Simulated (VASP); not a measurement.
# Cl (P6/mmm) in VASP: single point with PBEsol

Aim: the single point of Cl with PBEsol.

All numbers are computed with VASP 6.6.1; they aren't measurements. Logs are shortened: lines on timing, memory, paths and dates and some standing lists are left out, and cuts for length are marked.

**1. The cell of the first run**

Symmetry: P6/mmm, No. 191, hexagonal system. The conventional cell has a = 2.236 Å, b = 2.236 Å, c = 1.918 Å, α = 90.00°, β = 90.00°, γ = 120.00°. Within 2.5 Å of Cl (site symmetry 6/mmm) lie 8 Cl at 1.92 to 2.24 Å.

**2. Single point, PBEsol**

Contents of INCAR:

```
PREC = Accurate
ENCUT = 520
EDIFF = 1E-6
ISMEAR = -1
SIGMA = 0.1
LREAL = F
LASPH = T
NELM = 60
ALGO = Normal
ISIF = 2
LWAVE = F
LCHARG = F
GGA = PS
NBANDS = 10
```

Contents of KPOINTS:

```
regular mesh
0
Gamma
  19 19 18
```

Contents of POSCAR:

```
Cl
1.0
    2.2355637988      0.0000000000      0.0000000000
   -1.1177818994      1.9360550415      0.0000000000
    0.0000000000      0.0000000000      1.9176190112
Cl
1
Direct
    0.0000000000      0.0000000000      0.0000000000
```

Potentials or basis: VASP PAW PBE potentials, release 64 (Cl).

On the command line:

```sh
cat potpaw_PBE.64/Cl/POTCAR > POTCAR
mpirun -np 1 vasp_std > vasp.out
```

OUTCAR:

```text
PREC = Accurate
   ENCUT = 520
   EDIFF = 1E-6
   ISMEAR = -1
   LREAL = F
   LASPH = T
   NELM = 60
   ISIF = 2
   GGA = PS

 ion  position               nearest neighbor table
   1  0.000  0.000  0.000-

  LATTYP: Found a hexagonal cell.
 ALAT       =     2.2355637988
 C/A-ratio  =     0.8577787009

  Lattice vectors:

 A1 = (   2.2355637988,   0.0000000000,   0.0000000000)
 A2 = (  -1.1177818994,   1.9360550415,   0.0000000000)
 A3 = (   0.0000000000,   0.0000000000,   1.9176190112)

Analysis of symmetry for initial positions (statically):
=====================================================================
 Subroutine PRICEL returns:
 Original cell was already a primitive cell.

 Routine SETGRP: Setting up the symmetry group for a
 hexagonal supercell.

 Subroutine GETGRP returns: Found 24 space group operations
 (whereof 24 operations were pure point group operations)
 out of a pool of 24 trial point group operations.

The static configuration has the point symmetry D_6h.

Analysis of symmetry for dynamics (positions and initial velocities):
=====================================================================
 Subroutine PRICEL returns:
 Original cell was already a primitive cell.

 Routine SETGRP: Setting up the symmetry group for a
 hexagonal supercell.

 Subroutine GETGRP returns: Found 24 space group operations
 (whereof 24 operations were pure point group operations)
 out of a pool of 24 trial point group operations.

The dynamic configuration has the point symmetry D_6h.

 Subroutine INISYM returns: Found 24 space group operations
 (whereof 24 operations are pure point group operations),
 and found     1 'primitive' translations

----------------------------------------------------------------------------------------

                                     Primitive cell

  volume of cell :       8.2998

  direct lattice vectors                    reciprocal lattice vectors
     2.235563799  0.000000000  0.000000000     0.447314454  0.258257120  0.000000000
    -1.117781899  1.936055041  0.000000000     0.000000000  0.516514241  0.000000000
     0.000000000  0.000000000  1.917619011     0.000000000  0.000000000  0.521480020

  length of vectors
     2.235563799  2.235563799  1.917619011     0.516514241  0.516514241  0.521480020

  position of ions in fractional coordinates (direct lattice)
     0.000000000  0.000000000  0.000000000

  ion indices of the primitive-cell ions
   primitive index   ion index
                 1           1

----------------------------------------------------------------------------------------

 KPOINTS: regular mesh

Automatic generation of k-mesh.
 Grid dimensions read from file:
 generate k-points for:   19   19   18

 Generating k-lattice:

  Cartesian coordinates                     Fractional coordinates (reciprocal lattice)
     0.023542866  0.013592480  0.000000000     0.052631579  0.000000000  0.000000000
     0.000000000  0.027184960  0.000000000     0.000000000  0.052631579  0.000000000
     0.000000000  0.000000000  0.028971112     0.000000000  0.000000000  0.055555556

  Length of vectors
     0.027184960  0.027184960  0.028971112

  Shift w.r.t. Gamma in fractional coordinates (k-lattice)
     0.000000000  0.000000000  0.000000000

 Subroutine IBZKPT returns following result:
 ===========================================

 Found    400 irreducible k-points:

 Following reciprocal coordinates:
            Coordinates               Weight
  0.000000  0.000000  0.000000      1.000000
  0.052632  0.000000  0.000000      6.000000
  0.105263  0.000000  0.000000      6.000000
  0.157895  0.000000  0.000000      6.000000
  0.210526  0.000000  0.000000      6.000000
  0.263158  0.000000  0.000000      6.000000
[... 16 lines left out ...]
  0.263158  0.105263  0.000000     12.000000
  0.315789  0.105263  0.000000     12.000000
 [... further k-points ...]
   k-points           NKPTS =    400   k-points in BZ     NKDIM =    400   number of bands    NBANDS=     10
   number of dos      NEDOS =    301   number of ions     NIONS =      1
   total plane-waves  NPLWV =   4536
   dimension x,y,z NGX =    18 NGY =   18 NGZ =   14
   dimension x,y,z NGXF=    36 NGYF=   36 NGZF=   28
   ions per type =               1
   NGX,Y,Z   is equivalent  to a cutoff of  13.39, 13.39, 12.14 a.u.
   NGXF,Y,Z  is equivalent  to a cutoff of  26.77, 26.77, 24.27 a.u.
 SYSTEM =  unknown system
   PREC   = accura    normal or accurate (medium, high low for compatibility)
   ISTART =      0    job   : 0-new  1-cont  2-samecut
   ICHARG =      2    charge: 1-file 2-atom 10-const
   ISPIN  =      1    spin polarized calculation?
   LNONCOLLINEAR =      F non collinear calculations
   LSORBIT =      F    spin-orbit coupling
   LASPH  =      T    aspherical Exc in radial PAW
   ENCUT  =  520.0 eV  38.22 Ry    6.18 a.u.   4.16  4.16  3.57*2*pi/ulx,y,z
   NELM   =     60;   NELMIN=  2; NELMDL= -5     # of ELM steps
   EDIFF  = 0.1E-05   stopping-criterion for ELM
   LREAL  =      F    real-space projection
   EDIFFG = 0.1E-04   stopping-criterion for IOM
   NSW    =      0    number of steps for IOM
   IBRION =     -1    ionic relax: 0-MD 1-quasi-New 2-CG
   NFREE  =      0    steps in history (QN), initial steepest desc. (CG)
   ISIF   =      2    stress and relaxation
   ISYM   =      2    0-nonsym 1-usesym 2-fastsym
   POTIM  = 0.5000    time-step for ionic-motion
   TEBEG  =    0.0;   TEEND  =   0.0 temperature during run
   PSTRESS=    0.0 pullay stress
   NELECT =       7.0000    total number of electrons
   NUPDOWN=      -1.0000    fix difference up-down
   EMIN   =  10.00;   EMAX   =-10.00  energy-range for DOS
   EFERMI =   0.00;   METHOD = LEGACY
   ISMEAR =    -1;   SIGMA  =   0.10  broadening in eV -4-tet -1-fermi 0-gaus
   EFERMI_NEDOS =   21; number of points for ismear=-14 and -15
   IALGO  =     38    algorithm
   IMIX   =      4    mixing-type and parameters
     AMIX     =   0.40;   BMIX     =  1.00
     AMIX_MAG =   1.60;   BMIX_MAG =  1.00
  volume/ion in A,a.u.               =       8.30        56.01
  Fermi-wavevector in a.u.,A,eV,Ry     =   1.546744  2.922923 32.550815  2.392417
  Thomas-Fermi vector in A             =   2.651937
   LORBIT       =      0    0 simple, 1 ext, 2 COOP (PROOUT), +10 PAW based schemes
   GGA     = PS    functional components
   LHFCALC =     F    Hartree Fock is set to
   AEXX    =    0.0000 exact exchange contribution
   IVDW    =     0    specifies the selected vdW correction
   LEPSILON=     F    determine dielectric tensor
   LRPA    =     F    only Hartree local field effects (RPA)
 non-spin polarized calculation
  energy-cutoff  :      520.00
  volume of cell :        8.30
 maximum number of plane-waves:       240
 NGX is ok and might be reduce to    18
   NGX =  9   NGY =  9   NGZ =  7

 number of electron       7.0000000 magnetization

 Free energy of the ion-electron system (eV)
  ---------------------------------------------------
  ext. energy  EPLUGINS =         0.00000000
  ---------------------------------------------------
  free energy    TOTEN  =         3.68721096 eV

  energy without entropy =        3.70010091  energy(sigma->0) =        3.69365593

 E-fermi :  19.7855     XC(G=0): -14.6464

 val. band max:       19.7852545275   @ k =   0.4211   0.0000   0.3889
 cond. band min:      19.7961724743   @ k =   0.4211   0.1053   0.3889
 fundamental gap:      0.0109179468
 Fermi energy:        19.7854995941

 k-point     1 :       0.0000    0.0000    0.0000
  band No.  band energies     occupation
      1      -9.0354      2.00000
      2      20.2648      0.01643
      3      20.2648      0.01643
      4      24.1787      0.00000
      5      24.8055      0.00000
      6      30.5853      0.00000
      7      30.5853      0.00000
      8      38.7114      0.00000
      9      40.1912      0.00000
     10      52.1161      0.00000

 k-point     2 :       0.0526    0.0000    0.0000
  band No.  band energies     occupation
      1      -8.9385      2.00000
      2      19.3452      1.97582
      3      20.0348      0.15269
      4      24.2477      0.00000
      5      25.3956      0.00000
      6      30.1911      0.00000
      7      31.0082      0.00000
      8      38.9147      0.00000
      9      41.1399      0.00000
     10      51.5580      0.00000

 k-point     3 :       0.1053    0.0000    0.0000
  band No.  band energies     occupation
      1      -8.6487      2.00000
      2      17.3917      2.00000
      3      19.4449      1.93576
      4      24.4526      0.00000
      5      26.1524      0.00000
      6      29.6629      0.00000
      7      32.1766      0.00000
      8      39.5205      0.00000
      9      43.5341      0.00000
     10      50.1427      0.00000

 k-point     4 :       0.1579    0.0000    0.0000
  band No.  band energies     occupation
      1      -8.1686      2.00000
      2      15.0983      2.00000
      3      18.6842      1.99997
      4      24.7862      0.00000
      5      25.9408      0.00000
      6      30.0545      0.00000
      7      33.8969      0.00000
      8      40.4891      0.00000
      9      46.7584      0.00000
     10      48.3362      0.00000
[... 222 lines left out ...]
 k-point    22 :       0.2105    0.1053    0.0000
  band No.  band energies     occupation
      1      -6.3855      2.00000
      2      10.3262      2.00000
      3      15.0053      2.00000
      4      25.9503      0.00000
      5      26.9163      0.00000
      6      31.4941      0.00000
      7      37.6148      0.00000
      8      44.3966      0.00000
      9      44.6995      0.00000
     10      49.3308      0.00000

 k-point    23 :       0.2632    0.1053    0.0000
  band No.  band energies     occupation
      1      -5.3956      2.00000
      2       8.1861      2.00000
      3      14.1847      2.00000
      4      26.3025      0.00000
      5      26.5296      0.00000
      6      33.0894      0.00000
      7      39.4946      0.00000
      8      42.8600      0.00000
      9      46.0310      0.00000
     10      48.7049      0.00000

 k-point    24 :       0.3158    0.1053    0.0000
  band No.  band energies     occupation
      1      -4.2920      2.00000
      2       6.1652      2.00000
      3      13.5829      2.00000
      4      25.8144      0.00000
      5      27.1000      0.00000
      6      34.5179      0.00000
      7      41.5292      0.00000
      8      41.5370      0.00000
      9      46.6285      0.00000
     10      48.2106      0.00000

 [... further k-points ...]

------------------------ aborting loop because EDIFF is reached ----------------------------------------

  FORCE on cell =-STRESS in cart. coord.  units (eV):
  Direction    XX          YY          ZZ          XY          YZ          ZX
  --------------------------------------------------------------------------------------
  -------------------------------------------------------------------------------------
  Total       14.1355354     14.1355354     13.9402807      0.0000000     -0.0000000      0.0000000
  in kB     2728.6997424   2728.6997423   2691.0080986      0.0000000     -0.0000000      0.0000000
  external PRESSURE =    2716.1358611 kB  Pullay stress =       0.0000000 kB

 VOLUME and BASIS-vectors are now :
 -----------------------------------------------------------------------------
  energy-cutoff  :      520.00
  volume of cell :        8.30
      direct lattice vectors                 reciprocal lattice vectors
     2.235563799  0.000000000  0.000000000     0.447314454  0.258257120  0.000000000
    -1.117781899  1.936055041  0.000000000     0.000000000  0.516514241  0.000000000
     0.000000000  0.000000000  1.917619011     0.000000000  0.000000000  0.521480020

 POSITION                                       TOTAL-FORCE (eV/Angst)
 -----------------------------------------------------------------------------------
      0.00000      0.00000      0.00000        -0.000000      0.000000      0.000000
 -----------------------------------------------------------------------------------
    total drift:                                0.000000      0.000000      0.000000

  FREE ENERGIE OF THE ION-ELECTRON SYSTEM (eV)
  ---------------------------------------------------
  free  energy   TOTEN  =         3.6872109579 eV

  energy  without entropy=        3.7001009097  energy(sigma->0) =        3.69365593
```

Run time: 12 s. Hardware: 1 thread of Intel Xeon Platinum 8488C (Sapphire Rapids), shared host; peak memory 0.13 GiB.

Results:

```yaml
Free_energy: 3.6872 eV
Pressure: 271.6 GPa
```

Stress tensor (GPa, compression positive):
```
272.87   0.00   0.00
  0.00 272.87   0.00
  0.00   0.00 269.10
```

Levels at points of the mesh, in eV from the Fermi level:
```csv
k point,band 1,band 2,band 3,band 4,band 5,band 6,band 7,band 8
"(0.00, 0.00, 0.00)",-28.82,0.48,0.48,4.39,5.02,10.80,10.80,18.93
"(0.00, 0.00, 0.50)",-20.91,-18.14,5.12,5.12,14.96,14.96,15.73,15.73
```

Caveat: the PAW data sets were made with another functional, which shifts forces and pressure a little; an odd number of electrons without spin polarisation forces a metal; a magnetic or distorted state may lie lower.
